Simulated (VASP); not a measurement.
Si, 1 atom in the cell. The cell holds a sheet with vacuum, 1 atom: a = 2.399 Å, b = 2.418 Å, c = 23.800 Å, α = 90.00°, β = 90.00°, γ = 90.00°. 

- Program: VASP 6.6.1
- Task: single point
- Functional: PBE
- Potentials or basis: VASP PAW PBE potentials, release 64 (Si)
- Cutoff: 520 eV
- k mesh: 11 × 11 × 1
- Occupations: fermi-dirac, width 0.05 eV
- Spin: no spin polarisation
- Dipole correction: yes
- Further INCAR settings: ALGO = Normal; EDIFF = 1e-07; NBANDS = 8

Potentials or basis: VASP PAW PBE potentials, release 64 (Si).

Run with:

```sh
$ cat potpaw_PBE.64/Si/POTCAR > POTCAR
$ mpirun -np 1 vasp_std > vasp.out
```

Hardware: 1 thread of Intel(R) Xeon(R) Platinum 8488C (Sapphire Rapids), on a shared host.

Question: How long does it take, and how much memory?

Answer: It took 42 s on 1 thread of Intel(R) Xeon(R) Platinum 8488C (Sapphire Rapids) (shared host), peak memory 0.23 GiB. Counts: scf iterations 21, k points 36.
